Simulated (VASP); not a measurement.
# Cu (Fm-3m) in VASP: relaxation of volume and atoms at fixed shape with LDA

Aim: the relaxation of volume and atoms at fixed shape of Cu with LDA.

Everything below comes from runs of VASP 6.6.1. Logs are shortened: lines on timing, memory, paths and dates and some standing lists are left out, and cuts for length are marked.

## 1. The cell of the first run

It takes space group Fm-3m (No. 225, cubic). The conventional cell has a = 3.615 Å, b = 3.615 Å, c = 3.615 Å, α = 90.00°, β = 90.00°, γ = 90.00°. Cu (site symmetry m-3m) has 12 Cu at 2.56 Å within 3.4 Å.

## 2. Relaxation of volume and atoms at fixed shape, LDA

Input file INCAR:

```
SYSTEM = Cu
PREC = Accurate ; ENCUT = 820
EDIFF = 1E-7 ; ISMEAR = 0
SIGMA = 0.1 ; LREAL = .FALSE.
LASPH = .TRUE. ; NELM = 120
ALGO = Normal ; ISIF = 8
LWAVE = .FALSE. ; LCHARG = .FALSE.
GGA = CA ; IBRION = 2
NSW = 80 ; EDIFFG = -0.03
GGA_COMPAT = .FALSE. ; NELMIN = 4
```

Input file KPOINTS:

```
regular mesh
0
G
  19 19 19
  0 0 0
```

Input file POSCAR:

```
Cu
1.0
    0.0000000000      1.8075000000      1.8075000000
    1.8075000000      0.0000000000      1.8075000000
    1.8075000000      1.8075000000      0.0000000000
Cu
1
Direct
    0.0000000000      0.0000000000      0.0000000000
```

Potentials or basis: VASP PAW LDA potentials, release 64 (Cu_sv_GW).

The run is started by

```sh
> cat potpaw_LDA.64/Cu_sv_GW/POTCAR > POTCAR
> mpirun -np 1 vasp_std > vasp.out
```

OUTCAR:

```text
SYSTEM = Cu
   PREC = Accurate
   ENCUT = 820
   EDIFF = 1E-7
   ISMEAR = 0
   LREAL = .FALSE.
   LASPH = .TRUE.
   NELM = 120
   ISIF = 8
   GGA = CA
   IBRION = 2
   NSW = 80
   EDIFFG = -0.03
   NELMIN = 4

 ion  position               nearest neighbor table
   1  0.000  0.000  0.000-

  LATTYP: Found a face centered cubic cell.
 ALAT       =     3.6150000000

  Lattice vectors:

 A1 = (   0.0000000000,   1.8075000000,   1.8075000000)
 A2 = (   1.8075000000,   0.0000000000,   1.8075000000)
 A3 = (   1.8075000000,   1.8075000000,   0.0000000000)

Analysis of symmetry for initial positions (statically):
=====================================================================
 Subroutine PRICEL returns:
 Original cell was already a primitive cell.

 Routine SETGRP: Setting up the symmetry group for a
 face centered cubic supercell.

 Subroutine GETGRP returns: Found 48 space group operations
 (whereof 48 operations were pure point group operations)
 out of a pool of 48 trial point group operations.

The static configuration has the point symmetry O_h .

Analysis of symmetry for dynamics (positions and initial velocities):
=====================================================================
 Subroutine PRICEL returns:
 Original cell was already a primitive cell.

 Routine SETGRP: Setting up the symmetry group for a
 face centered cubic supercell.

 Subroutine GETGRP returns: Found 48 space group operations
 (whereof 48 operations were pure point group operations)
 out of a pool of 48 trial point group operations.

The dynamic configuration has the point symmetry O_h .

 Subroutine INISYM returns: Found 48 space group operations
 (whereof 48 operations are pure point group operations),
 and found     1 'primitive' translations

----------------------------------------------------------------------------------------

                                     Primitive cell

  volume of cell :      11.8104

  direct lattice vectors                    reciprocal lattice vectors
     0.000000000  1.807500000  1.807500000    -0.276625173  0.276625173  0.276625173
     1.807500000  0.000000000  1.807500000     0.276625173 -0.276625173  0.276625173
     1.807500000  1.807500000  0.000000000     0.276625173  0.276625173 -0.276625173

  length of vectors
     2.556191014  2.556191014  2.556191014     0.479128854  0.479128854  0.479128854

  position of ions in fractional coordinates (direct lattice)
     0.000000000  0.000000000  0.000000000
[... 97 lines left out ...]
  volume/ion in A,a.u.               =      11.81        79.70
  Fermi-wavevector in a.u.,A,eV,Ry     =   1.918246  3.624960 50.064940  3.679669
  Thomas-Fermi vector in A             =   2.953290
   LORBIT       =      0    0 simple, 1 ext, 2 COOP (PROOUT), +10 PAW based schemes
   GGA     = CA    functional components
   LHFCALC =     F    Hartree Fock is set to
   AEXX    =    0.0000 exact exchange contribution
   IVDW    =     0    specifies the selected vdW correction
   LEPSILON=     F    determine dielectric tensor
   LRPA    =     F    only Hartree local field effects (RPA)
 conjugate gradient relaxation of ions
 non-spin polarized calculation
 Gauss-broadening in eV      SIGMA  =   0.10
  energy-cutoff  :      820.00
  volume of cell :       11.81
 maximum number of plane-waves:       642
   NGX = 11   NGY = 11   NGZ = 11

--------------------------------------- Ionic step        1  -------------------------------------------

 number of electron      19.0000008 magnetization

 Free energy of the ion-electron system (eV)
  ---------------------------------------------------
  ext. energy  EPLUGINS =         0.00000000
  ---------------------------------------------------
  free energy    TOTEN  =        -4.82411554 eV

  energy without entropy =       -4.82203202  energy(sigma->0) =       -4.82307378

------------------------ aborting loop because EDIFF is reached ----------------------------------------

  FORCE on cell =-STRESS in cart. coord.  units (eV):
  Direction    XX          YY          ZZ          XY          YZ          ZX
  --------------------------------------------------------------------------------------
  -------------------------------------------------------------------------------------
  Total       -0.9979830     -0.9979830     -0.9979830     -0.0000000     -0.0000000      0.0000000
  in kB     -135.3844534   -135.3844534   -135.3844534     -0.0000000     -0.0000000      0.0000000
  external PRESSURE =    -135.3844534 kB  Pullay stress =       0.0000000 kB
[... 57 lines left out ...]
--------------------------------------- Ionic step        3  -------------------------------------------

 number of electron      18.9999999 magnetization

 Free energy of the ion-electron system (eV)
  ---------------------------------------------------
  ext. energy  EPLUGINS =         0.00000000
  ---------------------------------------------------
  free energy    TOTEN  =        -4.86688416 eV

  energy without entropy =       -4.86509878  energy(sigma->0) =       -4.86599147

 E-fermi :   8.3149     XC(G=0): -14.3617

 val. band max:        8.3104130313   @ k =   0.4737   0.3684   0.0526
 cond. band min:       8.3360867395   @ k =  -0.4737   0.1053   0.0000
 fundamental gap:      0.0256737082
 Fermi energy:         8.3149472016

 k-point     1 :       0.0000    0.0000    0.0000
  band No.  band energies     occupation
      1    -103.4761      2.00000
      2     -61.3492      2.00000
      3     -61.3492      2.00000
      4     -61.3492      2.00000
      5      -1.8054      2.00000
      6       4.9207      2.00000
      7       4.9207      2.00000
      8       4.9207      2.00000
      9       5.8833      2.00000
     10       5.8833      2.00000
     11      31.5895      0.00000
     12      34.6808      0.00000
     13      34.6808      0.00000
[... 354 lines left out ...]
  band No.  band energies     occupation
      1    -103.4628      2.00000
      2     -61.4407      2.00000
      3     -61.3675      2.00000
      4     -61.3613      2.00000
      5       1.0044      2.00000
      6       4.6047      2.00000
      7       5.0666      2.00000
      8       5.1116      2.00000
      9       5.9408      2.00000
     10       6.2234      2.00000
     11      19.9074      0.00000
     12      29.0541      0.00000
     13      32.3391      0.00000

 [... further k-points ...]

------------------------ aborting loop because EDIFF is reached ----------------------------------------

  FORCE on cell =-STRESS in cart. coord.  units (eV):
  Direction    XX          YY          ZZ          XY          YZ          ZX
  --------------------------------------------------------------------------------------
  -------------------------------------------------------------------------------------
  Total       -0.0082970     -0.0082970     -0.0082970      0.0000000      0.0000000     -0.0000000
  in kB       -1.2212637     -1.2212637     -1.2212637      0.0000000      0.0000000     -0.0000000
  external PRESSURE =      -1.2212637 kB  Pullay stress =       0.0000000 kB
[... 16 lines left out ...]
  FREE ENERGIE OF THE ION-ELECTRON SYSTEM (eV)
  ---------------------------------------------------
  free  energy   TOTEN  =        -4.8668841615 eV

  energy  without entropy=       -4.8650987785  energy(sigma->0) =       -4.86599147

 reached required accuracy - stopping structural energy minimisation
```

OSZICAR:

```text
N       E                     dE             d eps       ncg     rms          rms(c)
DAV:   1     0.268128722750E+03    0.26813E+03   -0.15390E+04  7117   0.612E+03
DAV:   2     0.837812664771E+01   -0.25975E+03   -0.24767E+03  8337   0.113E+03
DAV:   3    -0.551537200312E+01   -0.13893E+02   -0.13606E+02  8858   0.289E+02
[... 28 lines left out ...]
DAV:   6    -0.486688877551E+01    0.20249E-02   -0.20739E-03  9736   0.252E+00    0.190E-02
DAV:   7    -0.486690840491E+01   -0.19629E-04   -0.42616E-05  9401   0.182E-01    0.332E-02
DAV:   8    -0.486688500935E+01    0.23396E-04   -0.14789E-05  9615   0.177E-01    0.590E-03
DAV:   9    -0.486688418036E+01    0.82899E-06   -0.68971E-07  8165   0.303E-02    0.650E-04
DAV:  10    -0.486688416153E+01    0.18835E-07   -0.18481E-08  4015   0.418E-03
   3 F= -.48668842E+01 E0= -.48659915E+01  d E =-.427686E-01
```

CONTCAR:

```text
Cu
   1.00000000000000
     0.0000000000000000    1.7589920394909304    1.7589920394909304
     1.7589920394909304    0.0000000000000000    1.7589920394909304
     1.7589920394909304    1.7589920394909304    0.0000000000000000
  Cu
     1
Direct
     0.0000000000000000    0.0000000000000000    0.0000000000000000

  0.00000000E+00  0.00000000E+00  0.00000000E+00
```

Run time: 76 s. Hardware: 1 thread of Intel Xeon Platinum 8488C (Sapphire Rapids), shared host; peak memory 0.22 GiB.

Results:

* Free energy: -4.8669 eV
* Relaxed volume: 10.88 Å³/atom
* Relaxed cell: a = 2.488 Å, b = 2.488 Å, c = 2.488 Å, α = 60.00°, β = 60.00°, γ = 60.00°
* Space group after relaxing (to 0.1 Å): Fm-3m (No. 225)
* Energy gained by relaxing: 42.8 meV/atom
* Ionic steps: 3
* Pressure after relaxing: -0.1 GPa
* Band gap on the k mesh: zero (an odd number of electrons rules out a gap without spin polarisation)

Step by step:
```tsv
step	energy change (eV)	largest force (eV/Å)	pressure (GPa)	volume (Å³)
1	0.0000	0.0000	-13.54	11.81
2	-0.0117	0.0000	15.21	10.19
3	-0.0428	0.0000	-0.12	10.88
```

Final structure:
```
Cu
1.0
     0.00000    1.75899    1.75899
     1.75899    0.00000    1.75899
     1.75899    1.75899    0.00000
Cu
1
Cartesian
  0.0000 0.0000 0.0000
```

LDA usually gives volumes a few per cent too small. Zero-point motion and thermal expansion aren't in these numbers.

The gap in the log of VASP goes by the Fermi energy; the results here count the filled bands.